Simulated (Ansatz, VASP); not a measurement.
Two plane-wave programs on Fe

```
Fe
1.0
     0.00000    1.94174    1.96511
     1.49844    0.00000    1.96511
     1.49844    1.94174    0.00000
Fe
1
Direct
  0.00000 0.00000 0.00000
```

Alike in both runs: task single point; functional PBEsol; k mesh 13 × 13 × 13; occupations fermi-dirac, width 0.05 eV; collinear spin.

```csv
,VASP,Ansatz
version,VASP 6.6.1,Ansatz 0.2.0
potentials or method,"VASP PAW PBE potentials, release 64 (Fe)",Ansatz PAW
plane-wave cutoff (eV),520,420
valence electrons in the cell,8,16
```

Ansatz gave:

```
gap on the k mesh at the Fermi level (eV)                     : none
pressure (GPa)                                                : -10.4
traceless stress, the component that is largest in VASP (GPa) : -5.21
net moment per atom (μB)                                      : 2.18
size of the moment on the site where the two differ most (μB) : 2.21
```

**Question.** Estimate VASP's values.

**Answer.** gap on the k mesh at the Fermi level (eV): none; pressure (GPa): -10.4; traceless stress, the component that is largest in VASP (GPa): -5.06; net moment per atom (μB): 2.20; size of the moment on the site where the two differ most (μB): 2.19.

VASP's potentials were made for PBE, not for PBEsol. Site moments also hang on the region over which each program counts them. A gap of «none» marks a metal or a gap that the smearing closes. With one functional, cell and mesh, what is left measures potentials, basis and numerics. VASP's potentials hold 8 valence electrons a cell and Ansatz's 16, so a difference there can come from the potentials and not from the codes.
